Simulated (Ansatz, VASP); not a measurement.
**One calculation of Hf4H3, two programs**

```
Hf H
1.0
     3.23000    0.00000    0.00000
    -1.61500    2.79726    0.00000
     0.00000    0.00000   10.77000
Hf H
4 3
Direct
  0.00000 0.00000 0.00000
  0.33333 0.66667 0.25000
  0.66667 0.33333 0.50000
  0.33333 0.66667 0.75000
  0.33333 0.66667 0.06250
  0.00000 0.00000 0.18750
  0.66667 0.33333 0.31250
```

Alike in both runs: task relaxation of cell and atoms; functional PBE; k mesh 6 × 6 × 2; occupations gaussian, width 0.2 eV; no spin polarisation.

|  | VASP | Ansatz |
| --- | --- | --- |
| version | VASP 6.6.1 | Ansatz 0.2.0 |
| potentials or method | VASP PAW PBE potentials, release 64 (Hf_pv, H), cutoff 600 eV | scalar-relativistic, plane waves, PAW |
| valence electrons in the cell | 43 | 107 |

Ansatz gave:

* gap on the k mesh at the Fermi level, each at its own relaxed structure (eV): none
* relaxed volume (Å³/atom): 13.96
* relaxed cell length with the largest relative difference (Å): 3.227

Task: Estimate VASP's values.

Result: gap on the k mesh at the Fermi level, each at its own relaxed structure (eV): none; relaxed volume (Å³/atom): 13.94; relaxed cell length with the largest relative difference (Å): 3.224.

A gap of «none» marks a metal or a gap that the smearing closes. VASP's potentials hold 43 valence electrons a cell and Ansatz's 107, so a difference there can come from the potentials and not from the codes.

The k mesh is coarse, so the values compare programs but aren't converged. Neither program's run includes spin-orbit coupling.
